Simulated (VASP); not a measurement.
A run of VASP 6.6.1:

POSCAR

```
Ta2AgS4
1.0
    3.3809355977      0.0000000000      0.0000000000
   -1.6904677988      2.9279761161      0.0000000000
    0.0000000000      0.0000000000     14.0088400000
Ta Ag S
2 1 4
Direct
    0.0000000000      0.0000000000      0.2427400000
    0.0000000000      0.0000000000      0.7572600000
    0.0000000000      0.0000000000      0.5000000000
    0.6666666700      0.3333333300      0.3552720000
    0.3333333300      0.6666666700      0.6447280000
    0.3333333300      0.6666666700      0.8652080000
    0.6666666700      0.3333333300      0.1347920000
```

The input INCAR.step1:

```
SYSTEM = Ta2AgS4
PREC = Accurate ; ENCUT = 520
ISMEAR = 0 ; SIGMA = 0.05
LREAL = .False. ; LASPH = .True.
NELM = 100 ; NBANDS = 38
GGA = PE ; ALGO = Normal
EDIFF = 1E-4 ; LWAVE = .True.
LCHARG = .False.
```

File INCAR.step2:

```
SYSTEM = Ta2AgS4
PREC = Accurate ; ENCUT = 520
EDIFF = 1E-6 ; ISMEAR = 0
SIGMA = 0.05 ; LREAL = .False.
LASPH = .True. ; NELM = 100
ALGO = Normal ; ISIF = 2
LWAVE = .False. ; LCHARG = .False.
METAGGA = R2SCAN ; LMIXTAU = .True.
NBANDS = 38 ; ISTART = 1
```

File KPOINTS:

```
regular mesh
0
Gamma
  9 9 2
  0 0 0
```

Potentials or basis: VASP PAW PBE potentials, release 64 (Ta_pv, Ag, S).

Run with:

```sh
$ cat potpaw_PBE.64/Ta_pv/POTCAR potpaw_PBE.64/Ag/POTCAR potpaw_PBE.64/S/POTCAR > POTCAR
$ cp INCAR.step1 INCAR
$ mpirun -np 1 vasp_std > vasp.out
$ cp INCAR.step2 INCAR
$ mpirun -np 1 vasp_std > vasp.out
```

Hardware: 1 thread of Intel(R) Xeon(R) Platinum 8488C (Sapphire Rapids), on a shared host.

Task: Estimate the wall time of this run.

Result: It took 8.2 min on 1 thread of Intel(R) Xeon(R) Platinum 8488C (Sapphire Rapids) (shared host), peak memory 0.37 GiB. Counts: k points 24.
